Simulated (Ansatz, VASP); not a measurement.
## Sb: VASP beside Ansatz

```
CELL_PARAMETERS angstrom
3.06118 0.00000 0.00000
0.00000 3.06118 0.00000
0.00000 0.00000 3.36730
ATOMIC_POSITIONS crystal
Sb 0.00000 0.00000 0.00000
```

Alike in both runs: task single point; functional PBE; k mesh 16 × 16 × 16; occupations gaussian, width 0.15 eV; no spin polarisation.

|  | VASP | Ansatz |
| --- | --- | --- |
| version | VASP 6.6.1 | Ansatz 0.2.0 |
| potentials or method | VASP PAW PBE potentials, release 64 (Sb), cutoff 520 eV | scalar-relativistic, plane waves, PAW |
| valence electrons in the cell | 5 | 15 |

VASP gave:

| Item | Value |
| --- | --- |
| gap on the k mesh at the Fermi level (eV) | none |
| pressure (GPa) | -1.5 |
| traceless stress, the component that is largest in VASP (GPa) | -5.35 |

Q: Which values does Ansatz return?

A: gap on the k mesh at the Fermi level (eV): none; pressure (GPa): -1.5; traceless stress, the component that is largest in VASP (GPa): -5.34.

A gap of «none» marks a metal or a gap that the smearing closes. VASP's potentials hold 5 valence electrons a cell and Ansatz's 15, so a difference there can come from the potentials and not from the codes.

Neither program's run includes spin-orbit coupling.
